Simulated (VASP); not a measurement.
# TiAl (Pm-3m) in VASP: settings compared

The runs below take TiAl through single point, with LDA, PBEsol, r2SCAN.

Program: VASP 6.6.1. These are calculated values, not measurements. Logs are shortened: lines on timing, memory, paths and dates and some standing lists are left out, and cuts for length are marked.

### Step 1. The cell of the first run

Symmetry: Pm-3m, No. 221, cubic system. The conventional cell has a = 3.179 Å, b = 3.179 Å, c = 3.179 Å, α = 90.00°, β = 90.00°, γ = 90.00°. Within 3.6 Å of Ti (site symmetry m-3m) lie 8 Al at 2.75 Å and 6 Ti at 3.18 Å. Within 3.6 Å of Al (site symmetry m-3m) lie 8 Ti at 2.75 Å and 6 Al at 3.18 Å.

### Step 2. Single point, LDA

Input file INCAR:

```
ALGO     = Normal         # electronic algorithm
EDIFF    = 1E-6           # SCF threshold, eV
ENCUT    = 520            # plane-wave cutoff, eV
GGA      = CA             # functional
ISIF     = 2              # what is computed and relaxed
ISMEAR   = -1             # smearing method
LASPH    = T              # aspherical terms in the spheres
LCHARG   = F              # write CHGCAR
LREAL    = F              # projectors in reciprocal space
LWAVE    = F              # write WAVECAR
NBANDS   = 14             # bands
NELM     = 60             # most SCF steps
PREC     = Accurate       # precision mode
SIGMA    = 0.05           # smearing width, eV
```

Input file KPOINTS:

```
k-points
0
Gamma
  8 8 8
```

Input file POSCAR:

```
TiAl
1.0
    3.1790640000      0.0000000000      0.0000000000
    0.0000000000      3.1790640000      0.0000000000
    0.0000000000      0.0000000000      3.1790640000
Ti Al
1 1
Direct
    0.0000000000      0.0000000000      0.0000000000
    0.5000000000      0.5000000000      0.5000000000
```

Potentials or basis: VASP PAW LDA potentials, release 64 (Ti_sv, Al).

Run with:

```sh
cat potpaw_LDA.64/Ti_sv/POTCAR potpaw_LDA.64/Al/POTCAR > POTCAR
mpirun -np 1 vasp_std > vasp.out
```

OUTCAR:

```text
EDIFF = 1E-6
   ENCUT = 520
   GGA = CA
   ISIF = 2
   ISMEAR = -1
   LASPH = T
   LREAL = F
   NELM = 60
   PREC = Accurate

 ion  position               nearest neighbor table
   1  0.000  0.000  0.000-   2 2.75   2 2.75   2 2.75   2 2.75   2 2.75   2 2.75   2 2.75   2 2.75

   2  0.500  0.500  0.500-   1 2.75   1 2.75   1 2.75   1 2.75   1 2.75   1 2.75   1 2.75   1 2.75

  LATTYP: Found a simple cubic cell.
 ALAT       =     3.1790640000

  Lattice vectors:

 A1 = (   3.1790640000,   0.0000000000,   0.0000000000)
 A2 = (   0.0000000000,   3.1790640000,   0.0000000000)
 A3 = (   0.0000000000,   0.0000000000,   3.1790640000)

Analysis of symmetry for initial positions (statically):
=====================================================================
 Subroutine PRICEL returns:
 Original cell was already a primitive cell.

 Routine SETGRP: Setting up the symmetry group for a
 simple cubic supercell.

 Subroutine GETGRP returns: Found 48 space group operations
 (whereof 48 operations were pure point group operations)
 out of a pool of 48 trial point group operations.

The static configuration has the point symmetry O_h .

Analysis of symmetry for dynamics (positions and initial velocities):
=====================================================================
 Subroutine PRICEL returns:
 Original cell was already a primitive cell.

 Routine SETGRP: Setting up the symmetry group for a
 simple cubic supercell.

 Subroutine GETGRP returns: Found 48 space group operations
 (whereof 48 operations were pure point group operations)
 out of a pool of 48 trial point group operations.

The dynamic configuration has the point symmetry O_h .

 Subroutine INISYM returns: Found 48 space group operations
 (whereof 48 operations are pure point group operations),
 and found     1 'primitive' translations

----------------------------------------------------------------------------------------

                                     Primitive cell

  volume of cell :      32.1290

  direct lattice vectors                    reciprocal lattice vectors
     3.179064000  0.000000000  0.000000000     0.314557996  0.000000000  0.000000000
     0.000000000  3.179064000  0.000000000     0.000000000  0.314557996  0.000000000
     0.000000000  0.000000000  3.179064000     0.000000000  0.000000000  0.314557996

  length of vectors
     3.179064000  3.179064000  3.179064000     0.314557996  0.314557996  0.314557996

  position of ions in fractional coordinates (direct lattice)
     0.000000000  0.000000000  0.000000000
     0.500000000  0.500000000  0.500000000

  ion indices of the primitive-cell ions
   primitive index   ion index
                 1           1
                 2           2

----------------------------------------------------------------------------------------

 KPOINTS: k-points

Automatic generation of k-mesh.
 Grid dimensions read from file:
 generate k-points for:    8    8    8

 Generating k-lattice:

  Cartesian coordinates                     Fractional coordinates (reciprocal lattice)
     0.039319749  0.000000000  0.000000000     0.125000000  0.000000000  0.000000000
     0.000000000  0.039319749  0.000000000     0.000000000  0.125000000  0.000000000
     0.000000000  0.000000000  0.039319749     0.000000000  0.000000000  0.125000000

  Length of vectors
     0.039319749  0.039319749  0.039319749

  Shift w.r.t. Gamma in fractional coordinates (k-lattice)
     0.000000000  0.000000000  0.000000000

 Subroutine IBZKPT returns following result:
 ===========================================

 Found     35 irreducible k-points:

 Following reciprocal coordinates:
            Coordinates               Weight
  0.000000  0.000000  0.000000      1.000000
  0.125000  0.000000  0.000000      6.000000
  0.250000  0.000000  0.000000      6.000000
  0.375000  0.000000  0.000000      6.000000
  0.500000  0.000000  0.000000      3.000000
  0.125000  0.125000  0.000000     12.000000
[... 16 lines left out ...]
  0.375000  0.375000  0.125000     24.000000
  0.500000  0.375000  0.125000     24.000000
 [... further k-points ...]
   k-points           NKPTS =     35   k-points in BZ     NKDIM =     35   number of bands    NBANDS=     14
   number of dos      NEDOS =    301   number of ions     NIONS =      2
   total plane-waves  NPLWV =  13824
   dimension x,y,z NGX =    24 NGY =   24 NGZ =   24
   dimension x,y,z NGXF=    48 NGYF=   48 NGZF=   48
   ions per type =               1   1
   NGX,Y,Z   is equivalent  to a cutoff of  12.55, 12.55, 12.55 a.u.
   NGXF,Y,Z  is equivalent  to a cutoff of  25.10, 25.10, 25.10 a.u.
 SYSTEM =  unknown system
   PREC   = accura    normal or accurate (medium, high low for compatibility)
   ISTART =      0    job   : 0-new  1-cont  2-samecut
   ICHARG =      2    charge: 1-file 2-atom 10-const
   ISPIN  =      1    spin polarized calculation?
   LNONCOLLINEAR =      F non collinear calculations
   LSORBIT =      F    spin-orbit coupling
   LASPH  =      T    aspherical Exc in radial PAW
   ENCUT  =  520.0 eV  38.22 Ry    6.18 a.u.   5.91  5.91  5.91*2*pi/ulx,y,z
   NELM   =     60;   NELMIN=  2; NELMDL= -5     # of ELM steps
   EDIFF  = 0.1E-05   stopping-criterion for ELM
   LREAL  =      F    real-space projection
   EDIFFG = 0.1E-04   stopping-criterion for IOM
   NSW    =      0    number of steps for IOM
   IBRION =     -1    ionic relax: 0-MD 1-quasi-New 2-CG
   NFREE  =      0    steps in history (QN), initial steepest desc. (CG)
   ISIF   =      2    stress and relaxation
   ISYM   =      2    0-nonsym 1-usesym 2-fastsym
   POTIM  = 0.5000    time-step for ionic-motion
   TEBEG  =    0.0;   TEEND  =   0.0 temperature during run
   PSTRESS=    0.0 pullay stress
   NELECT =      15.0000    total number of electrons
   NUPDOWN=      -1.0000    fix difference up-down
   EMIN   =  10.00;   EMAX   =-10.00  energy-range for DOS
   EFERMI =   0.00;   METHOD = LEGACY
   ISMEAR =    -1;   SIGMA  =   0.05  broadening in eV -4-tet -1-fermi 0-gaus
   EFERMI_NEDOS =   21; number of points for ismear=-14 and -15
   IALGO  =     38    algorithm
   IMIX   =      4    mixing-type and parameters
     AMIX     =   0.40;   BMIX     =  1.00
     AMIX_MAG =   1.60;   BMIX_MAG =  1.00
  volume/ion in A,a.u.               =      16.06       108.41
  Fermi-wavevector in a.u.,A,eV,Ry     =   1.270007  2.399964 21.945065  1.612917
  Thomas-Fermi vector in A             =   2.403017
   LORBIT       =      0    0 simple, 1 ext, 2 COOP (PROOUT), +10 PAW based schemes
   GGA     = CA    functional components
   LHFCALC =     F    Hartree Fock is set to
   AEXX    =    0.0000 exact exchange contribution
   IVDW    =     0    specifies the selected vdW correction
   LEPSILON=     F    determine dielectric tensor
   LRPA    =     F    only Hartree local field effects (RPA)
 non-spin polarized calculation
  energy-cutoff  :      520.00
  volume of cell :       32.13
 maximum number of plane-waves:       912
 NGX is ok and might be reduce to    24
   NGX = 11   NGY = 11   NGZ = 11

 number of electron      14.9999994 magnetization

 Free energy of the ion-electron system (eV)
  ---------------------------------------------------
  ext. energy  EPLUGINS =         0.00000000
  ---------------------------------------------------
  free energy    TOTEN  =       -13.27459051 eV

  energy without entropy =      -13.25054831  energy(sigma->0) =      -13.26256941

 E-fermi :   8.5243     XC(G=0): -11.3152

 val. band max:        8.4850386110   @ k =   0.3750   0.2500   0.1250
 cond. band min:       8.5374796460   @ k =   0.3750   0.3750   0.2500
 fundamental gap:      0.0524410351
 Fermi energy:         8.5243401956

 k-point     1 :       0.0000    0.0000    0.0000
  band No.  band energies     occupation
      1     -47.6666      2.00000
      2     -24.2515      2.00000
      3     -24.2515      2.00000
      4     -24.2515      2.00000
      5      -0.6711      2.00000
      6       7.1114      2.00000
      7       7.1114      2.00000
      8      10.2749      0.00000
      9      10.2749      0.00000
     10      10.2749      0.00000
     11      12.9414      0.00000
     12      12.9414      0.00000
     13      12.9414      0.00000
     14      17.4301      0.00000

 k-point     2 :       0.1250    0.0000    0.0000
  band No.  band energies     occupation
      1     -47.6643      2.00000
      2     -24.2778      2.00000
      3     -24.2493      2.00000
      4     -24.2493      2.00000
      5      -0.4231      2.00000
      6       6.9675      2.00000
      7       7.2200      2.00000
      8       9.8990      0.00000
      9       9.8990      0.00000
     10      10.3039      0.00000
     11      12.0886      0.00000
     12      13.5007      0.00000
     13      13.5007      0.00000
     14      17.1065      0.00000

 k-point     3 :       0.2500    0.0000    0.0000
  band No.  band energies     occupation
      1     -47.6587      2.00000
      2     -24.3407      2.00000
      3     -24.2437      2.00000
      4     -24.2437      2.00000
      5       0.2995      2.00000
      6       6.2010      2.00000
      7       7.5052      2.00000
      8       9.2665      0.00000
      9       9.2665      0.00000
     10      10.3753      0.00000
     11      11.2747      0.00000
     12      14.7070      0.00000
     13      14.7070      0.00000
     14      16.3114      0.00000
[... 324 lines left out ...]
 k-point    23 :       0.3750    0.3750    0.1250
  band No.  band energies     occupation
      1     -47.6378      2.00000
      2     -24.3807      2.00000
      3     -24.3781      2.00000
      4     -24.2490      2.00000
      5       3.0509      2.00000
      6       5.9055      2.00000
      7       6.4550      2.00000
      8       8.2236      1.99513
      9       9.2163      0.00000
     10       9.4279      0.00000
     11      11.5143      0.00000
     12      12.9720      0.00000
     13      14.4285      0.00000
     14      15.7315      0.00000

 k-point    24 :       0.5000    0.3750    0.1250
  band No.  band energies     occupation
      1     -47.6356      2.00000
      2     -24.4037      2.00000
      3     -24.3760      2.00000
      4     -24.2465      2.00000
      5       3.4956      2.00000
      6       5.5827      2.00000
      7       6.6080      2.00000
      8       7.9690      1.99997
      9       9.4005      0.00000
     10       9.4183      0.00000
     11      11.3770      0.00000
     12      13.1383      0.00000
     13      13.6409      0.00000
     14      15.9184      0.00000

 [... further k-points ...]
[... 5 lines left out ...]
  --------------------------------------------------------------------------------------
  -------------------------------------------------------------------------------------
  Total       -1.1445669     -1.1445669     -1.1445669     -0.0000000     -0.0000000     -0.0000000
  in kB      -57.0760537    -57.0760537    -57.0760537     -0.0000000     -0.0000000     -0.0000000
  external PRESSURE =     -57.0760537 kB  Pullay stress =       0.0000000 kB

 VOLUME and BASIS-vectors are now :
 -----------------------------------------------------------------------------
  energy-cutoff  :      520.00
  volume of cell :       32.13
      direct lattice vectors                 reciprocal lattice vectors
     3.179064000  0.000000000  0.000000000     0.314557996  0.000000000  0.000000000
     0.000000000  3.179064000  0.000000000     0.000000000  0.314557996  0.000000000
     0.000000000  0.000000000  3.179064000     0.000000000  0.000000000  0.314557996

 POSITION                                       TOTAL-FORCE (eV/Angst)
 -----------------------------------------------------------------------------------
      0.00000      0.00000      0.00000         0.000000      0.000000      0.000000
      1.58953      1.58953      1.58953         0.000000      0.000000      0.000000
 -----------------------------------------------------------------------------------
    total drift:                                0.000000      0.000000      0.000000

  FREE ENERGIE OF THE ION-ELECTRON SYSTEM (eV)
  ---------------------------------------------------
  free  energy   TOTEN  =       -13.2745905051 eV

  energy  without entropy=      -13.2505483100  energy(sigma->0) =      -13.26256941
```

Wall time 4.9 s (1 thread of Intel Xeon 6975P-C, shared host); peak memory 0.14 GiB.

Results:

```
Free energy : -13.2746 eV
Pressure    : -5.7 GPa
```

Levels at points of the mesh, in eV from the Fermi level:
```csv
k point,band 3,band 4,band 5,band 6,band 7,band 8,band 9,band 10,band 11,band 12
"(0.00, 0.00, 0.00)",-32.78,-32.78,-9.20,-1.41,-1.41,1.75,1.75,1.75,4.42,4.42
"(0.50, 0.00, 0.00)",-32.76,-32.76,-5.97,-5.12,-0.54,0.11,0.11,1.95,2.99,6.62
"(0.50, 0.50, 0.00)",-32.93,-32.74,-5.00,-2.01,-2.01,-1.44,0.67,0.67,2.74,4.71
"(0.50, 0.50, 0.50)",-32.91,-32.91,-3.08,-3.08,-3.08,0.57,2.80,2.80,3.00,3.00
```

### Step 3. Single point, LDA

Input file INCAR:

```
SYSTEM = TiAl
PREC = Accurate
ENCUT = 520
EDIFF = 1E-7
ISMEAR = -1
SIGMA = 0.05
LREAL = .False.
LASPH = .True.
NELM = 100
ALGO = Normal
ISIF = 2
LWAVE = .False.
LCHARG = .False.
GGA = CA
NBANDS = 14
```

Input file KPOINTS:

```
regular mesh
0
Gamma
  5 5 5
  0 0 0
```

POSCAR is that of step 2.

Potentials or basis: VASP PAW LDA potentials, release 64 (Ti_sv, Al).

Run with:

```sh
cat potpaw_LDA.64/Ti_sv/POTCAR potpaw_LDA.64/Al/POTCAR > POTCAR
mpirun -np 1 vasp_std > vasp.out
```

Run time: 4.4 s. Hardware: 1 thread of AMD EPYC 7R13 (Zen 3), shared host; peak memory 0.09 GiB.

Results (log left out):

| Item | Value |
| --- | --- |
| Free energy | -13.2796 eV |
| Pressure | -5.6 GPa |

Levels at points of the mesh, in eV from the Fermi level:
```
           k point  band 5  band 6  band 7  band 8  band 9  band 10
(0.00, 0.00, 0.00)   -9.11   -1.35   -1.35    1.80    1.80     1.80
```

Caveat: the k points lie up to 0.40 Å⁻¹ apart.

### Step 4. Single point, PBEsol

Input file INCAR:

```
PREC = Accurate
ENCUT = 520
EDIFF = 1E-6
ISMEAR = -1
SIGMA = 0.05
LREAL = F
LASPH = T
NELM = 100
ALGO = Normal
ISIF = 2
LWAVE = F
LCHARG = F
GGA = PS
NBANDS = 14
```

Input file KPOINTS:

```
Automatic mesh
0
Gamma
  5 5 5
```

POSCAR is that of step 3.

Potentials or basis: VASP PAW PBE potentials, release 64 (Ti_sv, Al).

Run with:

```sh
cat potpaw_PBE.64/Ti_sv/POTCAR potpaw_PBE.64/Al/POTCAR > POTCAR
mpirun -np 1 vasp_std > vasp.out
```

Run time: 4.8 s. Hardware: 1 thread of AMD EPYC 7R13 (Zen 3), shared host; peak memory 0.1 GiB.

Results (log left out):

* Free energy: -12.9753 eV
* Pressure: -2.3 GPa

Levels at points of the mesh, in eV from the Fermi level:
```csv
k point,band 3,band 4,band 5,band 6,band 7,band 8,band 9,band 10,band 11,band 12
"(0.00, 0.00, 0.00)",-32.92,-32.92,-9.18,-1.37,-1.37,1.84,1.84,1.84,4.50,4.50
```

Caveat: the k points lie up to 0.40 Å⁻¹ apart; the PAW data sets were made with another functional, which shifts forces and pressure a little.

### Step 5. Single point, r2SCAN

POSCAR is that of step 4.

Input file INCAR.step1:

```
ALGO = Normal ; EDIFF = 1E-4
ENCUT = 520 ; GGA = PE
ISMEAR = -1 ; LASPH = True
LCHARG = False ; LREAL = False
LWAVE = True ; NBANDS = 14
NELM = 80 ; PREC = Accurate
SIGMA = 0.05
```

Input file INCAR.step2:

```
ALGO = Normal ; EDIFF = 1E-6
ENCUT = 520 ; ISIF = 2
ISMEAR = -1 ; ISTART = 1
LASPH = True ; LCHARG = False
LMIXTAU = True ; LREAL = False
LWAVE = False ; METAGGA = R2SCAN
NBANDS = 14 ; NELM = 80
PREC = Accurate ; SIGMA = 0.05
```

Input file KPOINTS:

```
k-points
0
Gamma
  5 5 5
```

Run with:

```sh
cat potpaw_PBE.64/Ti_sv/POTCAR potpaw_PBE.64/Al/POTCAR > POTCAR
cp INCAR.step1 INCAR
mpirun -np 1 vasp_std > vasp.out
cp INCAR.step2 INCAR
mpirun -np 1 vasp_std > vasp.out
```

It took 22 s on 1 thread of AMD EPYC 7R13 (Zen 3), shared host; peak memory 0.11 GiB.

It converged, with:

```yaml
Free_energy: -20.3192 eV
Pressure: -0.7 GPa
```

Levels at points of the mesh, in eV from the Fermi level:
```
           k point  band 4  band 5  band 6  band 7  band 8  band 9  band 10  band 11
(0.00, 0.00, 0.00)  -34.36   -9.76   -1.52   -1.52    2.12    2.12     2.12     4.72
```

Caveat: the k points lie up to 0.40 Å⁻¹ apart; the PAW data sets were made with another functional, which shifts forces and pressure a little.

### Step 6. The runs side by side

| level | potentials or basis | k mesh | gap on the mesh (eV) | pressure (GPa) |
| --- | --- | --- | --- | --- |
| LDA | VASP PAW LDA potentials, release 64 (Ti_sv, Al) | 8 × 8 × 8 | none | -5.7 |
| LDA | VASP PAW LDA potentials, release 64 (Ti_sv, Al) | 5 × 5 × 5 | none | -5.6 |
| PBEsol | VASP PAW PBE potentials, release 64 (Ti_sv, Al) | 5 × 5 × 5 | none | -2.3 |
| r2SCAN | VASP PAW PBE potentials, release 64 (Ti_sv, Al) | 5 × 5 × 5 | none | -0.7 |

Alike in all rows: task single point; no spin polarisation; cell as given; cutoff (eV) 520; smearing fermi-dirac 0.05 eV.

Caveats: some runs use coarse meshes; the PAW data sets were made with another functional, which shifts forces and pressure a little (some runs).

Absolute energies hang on the potentials; compare differences alone.
